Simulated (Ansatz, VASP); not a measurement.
Re: VASP beside Ansatz

```
CELL_PARAMETERS angstrom
0.00000 2.05400 2.05400
2.05400 0.00000 2.05400
2.05400 2.05400 0.00000
ATOMIC_POSITIONS crystal
Re 0.00000 0.00000 0.00000
```

Change from the starting cell: strain +0.040 along x and y, +0.040 along z, atoms carried along.

Alike in both runs: task single point; functional PBEsol; k mesh 20 × 20 × 20; occupations gaussian, width 0.15 eV; no spin polarisation.

|  | VASP | Ansatz |
| --- | --- | --- |
| version | VASP 6.6.1 | Ansatz 0.2.0 |
| potentials or method | VASP PAW PBE potentials, release 64 (Re), cutoff 520 eV | scalar-relativistic, plane waves, PAW |
| valence electrons in the cell | 7 | 15 |

```tsv
	VASP	Ansatz	Ansatz less VASP
gap on the k mesh at the Fermi level (eV)	none	none	-
pressure (GPa)	-46.1	-45.3	+0.79
```

VASP's potentials were made for PBE, not for PBEsol. A gap of «none» marks a metal or a gap that the smearing closes. Both programs put the cell under strong tension, so it lies far from rest at this level. With one functional, cell and mesh, what is left measures potentials, basis and numerics. VASP's potentials hold 7 valence electrons a cell and Ansatz's 15, so a difference there can come from the potentials and not from the codes.

Neither program's run includes spin-orbit coupling. Noted on VASP's run: the cell as given lies far from equilibrium.
